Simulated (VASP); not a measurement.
Write the native input for VASP 6.6.1 that does the following.

```yaml
Task: relaxation of cell and atoms
Functional: BLYP
Dispersion: D4
Potentials_or_basis: VASP PAW PBE potentials, release 64 (I)
Cutoff: 600 eV
k_mesh: 7 × 7 × 3
Occupations: fermi-dirac, width 0.05 eV
Spin: no spin polarisation
Dipole_correction: no
Further_INCAR_settings: ALGO = Normal; EDIFF = 1e-06; IBRION = 2; EDIFFG = -0.01; NSW = 60; ISIF = 3
```

The structure of I lies in POSCAR:

```
I
1.0
    3.6350350000     -2.3950200000      0.0000000000
    3.6350350000      2.3950200000      0.0000000000
    0.0000000000      0.0000000000      9.7934400000
I
4
Direct
    0.6493000000      0.3507000000      0.3844000000
    0.1493000000      0.8507000000      0.1156000000
    0.3507000000      0.6493000000      0.6156000000
    0.8507000000      0.1493000000      0.8844000000
```

These files were run (other wordings do the same):

INCAR

```
  PREC = Accurate
  ENCUT = 600
  EDIFF = 1E-6
  ISMEAR = -1
  SIGMA = 0.05
  LREAL = F
  LASPH = T
  NELM = 100
  ALGO = Normal
  ISIF = 3
  LWAVE = F
  LCHARG = F
  GGA = B5
  ALDAX = 1.0
  AGGAX = 1.0
  AGGAC = 1.0
  ALDAC = 0.0
  IVDW = 13
  VDW_S6 = 1.0
  VDW_S8 = 2.34076671
  VDW_A1 = 0.44488865
  VDW_A2 = 4.0933009
  IBRION = 2
  NSW = 60
  EDIFFG = -0.01
```

KPOINTS

```
regular mesh
0
Gamma
  7 7 3
```

Potentials or basis: VASP PAW PBE potentials, release 64 (I).

Command:

```sh
$ cat potpaw_PBE.64/I/POTCAR > POTCAR
$ mpirun -np 1 vasp_std > vasp.out
```

It gave:

* Relaxed volume: 40.37 Å³/atom
* Relaxed cell: a = 4.286 Å, b = 4.286 Å, c = 9.695 Å, α = 90.00°, β = 90.00°, γ = 65.08°
* Space group after relaxing (to 0.1 Å): Cmce (No. 64)
* Energy gained by relaxing: 49.6 meV/atom
* Ionic steps: 22
* Pressure after relaxing: 0.0 GPa
* Largest force after relaxing: 0.004 eV/Å
* Band gap on the k mesh: 0.86 eV (least direct gap 1.16 eV)
* Dispersion energy per atom: -0.670 eV

Caveat: the PAW data sets were made with another functional, which shifts forces and pressure a little; spin-orbit coupling is left out, which moves the levels of the heavy elements.

Run time: 40 min on 1 thread of Intel Xeon 8259CL, on a shared host, peak memory 0.39 GiB.
